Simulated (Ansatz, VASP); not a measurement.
# Two plane-wave programs on Ca

```
CELL_PARAMETERS angstrom
3.44116 0.00000 0.00000
0.00000 3.44116 0.00000
0.00000 0.00000 3.44116
ATOMIC_POSITIONS crystal
Ca 0.00000 0.00000 0.00000
```

Alike in both runs: task single point; functional revPBE; k mesh 10 × 10 × 10; occupations fermi-dirac, width 0.1 eV; no spin polarisation.

|  | VASP | Ansatz |
| --- | --- | --- |
| version | VASP 6.6.1 | Ansatz 0.2.0 |
| potentials or method | VASP PAW PBE potentials, release 64 (Ca_sv), cutoff 520 eV | plane waves (420 eV) with PAW, scalar-relativistic |
| valence electrons in the cell | 10 | 10 |

|  | VASP | Ansatz | Ansatz less VASP |
| --- | --- | --- | --- |
| pressure (GPa) | 1.4 | 1.4 | 0.00 |

VASP's potentials were made for PBE, not for revPBE. The functional is the same, so the differences come from potentials, cutoffs and numerics.
